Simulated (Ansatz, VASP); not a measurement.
# Two plane-wave programs on H

```
H
1.0
     2.78212    0.00000    0.00000
     0.00000    2.78212    0.00000
     0.00000    0.00000    0.98049
H
1
Direct
  0.00000 0.00000 0.50000
```

Change from the starting cell: strain +0.050 along x and y, +0.000 along z, atoms carried along.

Alike in both runs: task single point; functional PBE; dispersion D3(BJ); k mesh 10 × 10 × 26; occupations gaussian, width 0.05 eV; no spin polarisation.

```csv
,VASP,Ansatz
version,VASP 6.6.1,Ansatz 0.2.0
potentials or method,"VASP PAW PBE potentials, release 64 (H), cutoff 520 eV","scalar-relativistic, plane waves, PAW"
valence electrons in the cell,1,1
```

VASP gave:

```
pressure (GPa)                                                : 0.4
traceless stress, the component that is largest in VASP (GPa) : 1.61
```

Estimate Ansatz's values.

pressure (GPa): 0.7; traceless stress, the component that is largest in VASP (GPa): 1.61.
